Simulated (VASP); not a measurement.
Write the native input for VASP 6.6.1 that does the following.

```
Task                   : single point
Functional             : PBE
Potentials or basis    : VASP PAW PBE potentials, release 64 (Ge_d)
Cutoff                 : 520 eV
k mesh                 : 14 × 14 × 14
Occupations            : gaussian, width 0.1 eV
Spin                   : no spin polarisation
Dipole correction      : no
Further INCAR settings : ALGO = Normal; EDIFF = 1e-06; NBANDS = 21
```

The structure of Ge lies in POSCAR:

```
Ge
1.0
    0.0000000000      2.8807913954      2.8807913954
    2.8807913954      0.0000000000      2.8807913954
    2.8807913954      2.8807913954      0.0000000000
Ge
2
Direct
    0.5000000000      0.5000000000      0.5000000000
    0.7500000000      0.7500000000      0.7500000000
```

These files were run (other wordings do the same):

INCAR

```
SYSTEM = Ge
  PREC = Accurate
  ENCUT = 520
  EDIFF = 1E-6
  ISMEAR = 0
  SIGMA = 0.1
  LREAL = .False.
  LASPH = .True.
  NELM = 60
  ALGO = Normal
  ISIF = 2
  LWAVE = .False.
  LCHARG = .False.
  GGA = PE
  NBANDS = 21
```

KPOINTS

```
Automatic mesh
0
Gamma
  14 14 14
  0 0 0
```

Potentials or basis: VASP PAW PBE potentials, release 64 (Ge_d).

Launch:

```bash
$ cat potpaw_PBE.64/Ge_d/POTCAR > POTCAR
$ mpirun -np 1 vasp_std > vasp.out
```

It gave:

| Item | Value |
| --- | --- |
| Pressure | -0.1 GPa |
| Band gap on the k mesh | zero (filled and empty bands touch) |

Run time: 37 s on 1 thread of Intel(R) Xeon(R) 6975P-C (Granite Rapids), on a shared host, peak memory 0.22 GiB.
